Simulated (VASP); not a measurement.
# BeS (F-43m) in VASP: notebook

Runs on BeS. Level: LDA. Tasks: single point.

Everything below comes from runs of VASP 6.6.1. Logs are shortened: lines on timing, memory, paths and dates and some standing lists are left out, and cuts for length are marked.

## Step 1: The cell of the first run

Symmetry: F-43m, No. 216, cubic system. The conventional cell has a = 4.817 Å, b = 4.817 Å, c = 4.817 Å, α = 90.00°, β = 90.00°, γ = 90.00°. Within 2.8 Å of S (site symmetry -43m) lie 4 Be at 2.09 Å. Within 2.8 Å of Be (site symmetry -43m) lie 4 S at 2.09 Å.

## Step 2: Single point, LDA

The input, INCAR:

```
SYSTEM = BeS
PREC = Accurate
ENCUT = 520
EDIFF = 1E-7
ISMEAR = -1
SIGMA = 0.05
LREAL = .False.
LASPH = .True.
NELM = 80
ALGO = Normal
ISIF = 2
LWAVE = .False.
LCHARG = .False.
NBANDS = 11
```

The input, KPOINTS:

```
regular mesh
0
Gamma
  9 9 9
  0 0 0
```

The input, POSCAR:

```
BeS
1.0
    0.0000000000      2.4087243418      2.4087243418
    2.4087243418      0.0000000000      2.4087243418
    2.4087243418      2.4087243418      0.0000000000
S Be
1 1
Direct
    0.7500000000      0.7500000000      0.7500000000
    0.0000000000      0.0000000000      0.0000000000
```

Potentials or basis: VASP PAW LDA potentials, release 64 (S, Be).

The run is started by

```
$ cat potpaw_LDA.64/S/POTCAR potpaw_LDA.64/Be/POTCAR > POTCAR
$ mpirun -np 1 vasp_std > vasp.out
```

OUTCAR:

```text
SYSTEM = BeS
   PREC = Accurate
   ENCUT = 520
   EDIFF = 1E-7
   ISMEAR = -1
   LREAL = .False.
   LASPH = .True.
   NELM = 80
   ISIF = 2

 ion  position               nearest neighbor table
   1  0.750  0.750  0.750-   2 2.09   2 2.09   2 2.09   2 2.09
   2  0.000  0.000  0.000-   1 2.09   1 2.09   1 2.09   1 2.09

  LATTYP: Found a face centered cubic cell.
 ALAT       =     4.8174486836

  Lattice vectors:

 A1 = (   0.0000000000,   2.4087243418,   2.4087243418)
 A2 = (   2.4087243418,   0.0000000000,   2.4087243418)
 A3 = (   2.4087243418,   2.4087243418,   0.0000000000)

Analysis of symmetry for initial positions (statically):
=====================================================================
 Subroutine PRICEL returns:
 Original cell was already a primitive cell.

 Routine SETGRP: Setting up the symmetry group for a
 face centered cubic supercell.

 Subroutine GETGRP returns: Found 24 space group operations
 (whereof 24 operations were pure point group operations)
 out of a pool of 48 trial point group operations.

The static configuration has the point symmetry T_d .

Analysis of symmetry for dynamics (positions and initial velocities):
=====================================================================
 Subroutine PRICEL returns:
 Original cell was already a primitive cell.

 Routine SETGRP: Setting up the symmetry group for a
 face centered cubic supercell.

 Subroutine GETGRP returns: Found 24 space group operations
 (whereof 24 operations were pure point group operations)
 out of a pool of 48 trial point group operations.

The dynamic configuration has the point symmetry T_d .

 Subroutine INISYM returns: Found 24 space group operations
 (whereof 24 operations are pure point group operations),
 and found     1 'primitive' translations

----------------------------------------------------------------------------------------

                                     Primitive cell

  volume of cell :      27.9506

  direct lattice vectors                    reciprocal lattice vectors
     0.000000000  2.408724342  2.408724342    -0.207578755  0.207578755  0.207578755
     2.408724342  0.000000000  2.408724342     0.207578755 -0.207578755  0.207578755
     2.408724342  2.408724342  0.000000000     0.207578755  0.207578755 -0.207578755

  length of vectors
     3.406450632  3.406450632  3.406450632     0.359536950  0.359536950  0.359536950

  position of ions in fractional coordinates (direct lattice)
     0.750000000  0.750000000  0.750000000
     0.000000000  0.000000000  0.000000000

  ion indices of the primitive-cell ions
   primitive index   ion index
                 1           1
[... 83 lines left out ...]
   PSTRESS=    0.0 pullay stress
   NELECT =       8.0000    total number of electrons
   NUPDOWN=      -1.0000    fix difference up-down
   EMIN   =  10.00;   EMAX   =-10.00  energy-range for DOS
   EFERMI =   0.00;   METHOD = LEGACY
   ISMEAR =    -1;   SIGMA  =   0.05  broadening in eV -4-tet -1-fermi 0-gaus
   EFERMI_NEDOS =   21; number of points for ismear=-14 and -15
   IALGO  =     38    algorithm
   IMIX   =      4    mixing-type and parameters
     AMIX     =   0.40;   BMIX     =  1.00
     AMIX_MAG =   1.60;   BMIX_MAG =  1.00
  volume/ion in A,a.u.               =      13.98        94.31
  Fermi-wavevector in a.u.,A,eV,Ry     =   1.078883  2.038793 15.837029  1.163989
  Thomas-Fermi vector in A             =   2.214834
   LORBIT       =      0    0 simple, 1 ext, 2 COOP (PROOUT), +10 PAW based schemes
   GGA     = CA    functional components
   LHFCALC =     F    Hartree Fock is set to
   AEXX    =    0.0000 exact exchange contribution
   IVDW    =     0    specifies the selected vdW correction
   LEPSILON=     F    determine dielectric tensor
   LRPA    =     F    only Hartree local field effects (RPA)
 non-spin polarized calculation
  energy-cutoff  :      520.00
  volume of cell :       27.95
 maximum number of plane-waves:       766
 NGX is ok and might be reduce to    28
   NGX = 13   NGY = 13   NGZ = 13

 number of electron       8.0000000 magnetization

 Free energy of the ion-electron system (eV)
  ---------------------------------------------------
  ext. energy  EPLUGINS =         0.00000000
  ---------------------------------------------------
  free energy    TOTEN  =       -11.14116140 eV

  energy without entropy =      -11.14116140  energy(sigma->0) =      -11.14116140

 E-fermi :   5.2315     XC(G=0): -10.0698

 val. band max:        4.2404591538   @ k =   0.0000   0.0000   0.0000
 cond. band min:       7.1999565294   @ k =   0.4444   0.4444   0.0000
 fundamental gap:      2.9594973757
 Fermi energy:         5.2315200651

 k-point     1 :       0.0000    0.0000    0.0000
  band No.  band energies     occupation
      1      -9.5523      2.00000
      2       4.2405      2.00000
      3       4.2405      2.00000
      4       4.2405      2.00000
      5       9.7753      0.00000
      6       9.7753      0.00000
      7       9.7753      0.00000
      8      10.0878      0.00000
      9      17.0943      0.00000
     10      17.0943      0.00000
     11      19.0032      0.00000
[... 309 lines left out ...]
 k-point    24 :       0.4444    0.4444    0.0000
  band No.  band energies     occupation
      1      -7.4020      2.00000
      2      -0.7483      2.00000
      3       1.5515      2.00000
      4       1.5515      2.00000
      5       7.2000      0.00000
      6       9.0957      0.00000
      7      16.5831      0.00000
      8      16.5831      0.00000
      9      19.3904      0.00000
     10      20.5372      0.00000
     11      21.6897      0.00000

 [... further k-points ...]

------------------------ aborting loop because EDIFF is reached ----------------------------------------

  FORCE on cell =-STRESS in cart. coord.  units (eV):
  Direction    XX          YY          ZZ          XY          YZ          ZX
  --------------------------------------------------------------------------------------
  -------------------------------------------------------------------------------------
  Total       -0.2235183     -0.2235183     -0.2235183      0.0000000      0.0000000      0.0000000
  in kB      -12.8124532    -12.8124532    -12.8124532      0.0000000      0.0000000      0.0000000
  external PRESSURE =     -12.8124532 kB  Pullay stress =       0.0000000 kB

 VOLUME and BASIS-vectors are now :
 -----------------------------------------------------------------------------
  energy-cutoff  :      520.00
  volume of cell :       27.95
      direct lattice vectors                 reciprocal lattice vectors
     0.000000000  2.408724342  2.408724342    -0.207578755  0.207578755  0.207578755
     2.408724342  0.000000000  2.408724342     0.207578755 -0.207578755  0.207578755
     2.408724342  2.408724342  0.000000000     0.207578755  0.207578755 -0.207578755

 POSITION                                       TOTAL-FORCE (eV/Angst)
 -----------------------------------------------------------------------------------
      3.61309      3.61309      3.61309        -0.000000     -0.000000     -0.000000
      0.00000      0.00000      0.00000         0.000000      0.000000      0.000000
 -----------------------------------------------------------------------------------
    total drift:                               -0.000000     -0.000000     -0.000000

  FREE ENERGIE OF THE ION-ELECTRON SYSTEM (eV)
  ---------------------------------------------------
  free  energy   TOTEN  =       -11.1411614012 eV

  energy  without entropy=      -11.1411614012  energy(sigma->0) =      -11.14116140
```

stdout:

```text
POSCAR found type information on POSCAR S Be
 POSCAR found :  2 types and       2 ions
 scaLAPACK will be used
 LDA part: xc-table for (Slater(with rela. corr.)+CA(PZ))
 , standard interpolation
 POSCAR, INCAR and KPOINTS ok, starting setup
 FFT: planning ... GRIDC
 FFT: planning ... GRID_SOFT
 FFT: planning ... GRID
 WAVECAR not read
 entering main loop
```

Run time: 22 s. Hardware: 1 thread of Intel Xeon 6975P-C, shared host; peak memory 0.14 GiB.

What came out:

```
Free energy            : -11.1412 eV
Pressure               : -1.3 GPa
Band gap on the k mesh : 2.96 eV, indirect (least direct gap 5.53 eV)
```

A k mesh can miss the band edges. As with any semilocal functional, this LDA gap is likely too small.

## Step 3: Single point, LDA

This run uses another cell than the first one, of 14.55 Å³/atom, 1.041 times its volume.

The input, INCAR:

```
SYSTEM = BeS
ALGO     = Normal         ! electronic algorithm
EDIFF    = 1E-6           ! SCF threshold, eV
ENCUT    = 520            ! plane-wave cutoff, eV
GGA      = CA             ! functional
ISIF     = 2              ! what is computed and relaxed
ISMEAR   = -1             ! smearing method
LASPH    = .True.         ! aspherical terms in the spheres
LCHARG   = .False.        ! write CHGCAR
LREAL    = .False.        ! projectors in reciprocal space
LWAVE    = .False.        ! write WAVECAR
NBANDS   = 11             ! bands
NELM     = 100            ! most SCF steps
PREC     = Accurate       ! precision mode
SIGMA    = 0.05           ! smearing width, eV
```

The input, KPOINTS:

```
k-points
0
Gamma
  9 9 9
  0 0 0
```

The input, POSCAR:

```
BeS
1.0
    0.0000000000      2.4410600707      2.4410600707
    2.4410600707      0.0000000000      2.4410600707
    2.4410600707      2.4410600707      0.0000000000
S Be
1 1
Direct
    0.7500000000      0.7500000000      0.7500000000
    0.0000000000      0.0000000000      0.0000000000
```

Potentials or basis: VASP PAW LDA potentials, release 64 (S, Be).

The run is started by

```
$ cat potpaw_LDA.64/S/POTCAR potpaw_LDA.64/Be/POTCAR > POTCAR
$ mpirun -np 1 vasp_std > vasp.out
```

Run time: 22 s. Hardware: 1 thread of Intel Xeon 6975P-C, shared host; peak memory 0.14 GiB.

The run converged. Its results:

```yaml
Free_energy: -11.1191 eV
Pressure: -4.9 GPa
Band_gap_on_the_k_mesh: 3.04 eV, indirect (least direct gap 5.51 eV)
```

Levels at points of the mesh, in eV from the valence-band top:
```
           k point  band 1  band 2  band 3  band 4  band 5  band 6  band 7  band 8  band 9
(0.00, 0.00, 0.00)  -13.52    0.00    0.00    0.00    5.51    5.55    5.55    5.55   12.77
```

A k mesh can miss the band edges.

## Step 4: Single point, LDA

This run uses another cell than the first one, of 14.83 Å³/atom, 1.061 times its volume.

The input, INCAR:

```
SYSTEM = BeS
  ALGO = Normal
  EDIFF = 1E-7
  ENCUT = 520
  ISIF = 2
  ISMEAR = -1
  LASPH = .True.
  LCHARG = .False.
  LREAL = .False.
  LWAVE = .False.
  NBANDS = 11
  NELM = 80
  PREC = Accurate
  SIGMA = 0.05
```

KPOINTS is that of step 3.

The input, POSCAR:

```
BeS
1.0
    0.0000000000      2.4569115543      2.4569115543
    2.4569115543      0.0000000000      2.4569115543
    2.4569115543      2.4569115543      0.0000000000
S Be
1 1
Direct
    0.7500000000      0.7500000000      0.7500000000
    0.0000000000      0.0000000000      0.0000000000
```

The run is started by

```
$ cat potpaw_LDA.64/S/POTCAR potpaw_LDA.64/Be/POTCAR > POTCAR
$ mpirun -np 1 vasp_std > vasp.out
```

Run time: 22 s. Hardware: 1 thread of Intel Xeon 6975P-C, shared host; peak memory 0.14 GiB.

Results (log left out):

```
Free energy            : -11.0991 eV
Pressure               : -6.4 GPa
Band gap on the k mesh : 3.08 eV, indirect (least direct gap 5.35 eV)
```

Levels at points of the mesh, in eV from the valence-band top:
| k point | band 1 | band 2 | band 3 | band 4 | band 5 | band 6 | band 7 | band 8 | band 9 |
| --- | --- | --- | --- | --- | --- | --- | --- | --- | --- |
| (0.00, 0.00, 0.00) | -13.40 | 0.00 | 0.00 | 0.00 | 5.35 | 5.56 | 5.56 | 5.56 | 12.73 |

## Step 5: Single point, LDA

This run uses another cell than the first one, of 15.12 Å³/atom, 1.082 times its volume.

The input, INCAR:

```
SYSTEM = BeS
  ALGO = Normal
  EDIFF = 1E-6
  ENCUT = 520
  GGA = CA
  ISIF = 2
  ISMEAR = -1
  LASPH = .TRUE.
  LCHARG = .FALSE.
  LREAL = .FALSE.
  LWAVE = .FALSE.
  NBANDS = 11
  NELM = 80
  PREC = Accurate
  SIGMA = 0.05
```

The input, KPOINTS:

```
k-points
0
G
  9 9 9
  0 0 0
```

The input, POSCAR:

```
BeS
1.0
    0.0000000000      2.4725610944      2.4725610944
    2.4725610944      0.0000000000      2.4725610944
    2.4725610944      2.4725610944      0.0000000000
S Be
1 1
Direct
    0.7500000000      0.7500000000      0.7500000000
    0.0000000000      0.0000000000      0.0000000000
```

The run is started by

```
$ cat potpaw_LDA.64/S/POTCAR potpaw_LDA.64/Be/POTCAR > POTCAR
$ mpirun -np 1 vasp_std > vasp.out
```

Run time: 19 s. Hardware: 1 thread of Intel Xeon 6975P-C, shared host; peak memory 0.13 GiB.

The run converged. Its results:

* Free energy: -11.0737 eV
* Pressure: -7.8 GPa
* Band gap on the k mesh: 3.11 eV, indirect (least direct gap 5.20 eV)

Levels at points of the mesh, in eV from the valence-band top:
| k point | band 2 | band 3 | band 4 | band 5 | band 6 | band 7 |
| --- | --- | --- | --- | --- | --- | --- |
| (0.00, 0.00, 0.00) | 0.00 | 0.00 | 0.00 | 5.20 | 5.56 | 5.56 |

A k mesh can miss the band edges. As with any semilocal functional, this LDA gap is likely too small.

## Step 6: Overview

| cell | gap on the mesh (eV) | pressure (GPa) |
| --- | --- | --- |
| a = 3.406 Å, angles 60.0°, 2 atoms | 2.96 | -1.3 |
| a = 3.452 Å, angles 60.0°, 2 atoms | 3.04 | -4.9 |
| a = 3.475 Å, angles 60.0°, 2 atoms | 3.08 | -6.4 |
| a = 3.497 Å, angles 60.0°, 2 atoms | 3.11 | -7.8 |

Alike in all rows: task single point; level LDA; potentials or basis VASP PAW LDA potentials, release 64 (S, Be); no spin polarisation; k mesh 9 × 9 × 9; cutoff (eV) 520; smearing fermi-dirac 0.05 eV.

Absolute energies hang on the potentials; compare differences alone.
